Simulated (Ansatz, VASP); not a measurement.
**One calculation of Ti, two programs**

```xyz
1
Lattice="0.0000 2.0698 2.0698 2.0698 0.0000 2.0698 2.0698 2.0698 0.0000" Properties=species:S:1:pos:R:3 pbc="T T T"
Ti    0.0000    0.0000    0.0000
```

Alike in both runs: task single point; functional r2SCAN; k mesh 11 × 11 × 11; occupations fermi-dirac, width 0.05 eV; no spin polarisation.

|  | VASP | Ansatz |
| --- | --- | --- |
| version | VASP 6.6.1 | Ansatz 0.2.0 |
| potentials or method | VASP PAW PBE potentials, release 64 (Ti_sv) | Ansatz PAW |
| plane-wave cutoff (eV) | 520 | 500 |
| valence electrons in the cell | 12 | 12 |

VASP gave:

| Property | Result |
| --- | --- |
| gap on the k mesh at the Fermi level (eV) | none |
| pressure (GPa) | -1.9 |

Problem. Which values does Ansatz return?

Solution. gap on the k mesh at the Fermi level (eV): none; pressure (GPa): -2.3.

VASP's potentials were made for PBE, not for r2SCAN. A gap of «none» marks a metal or a gap that the smearing closes.
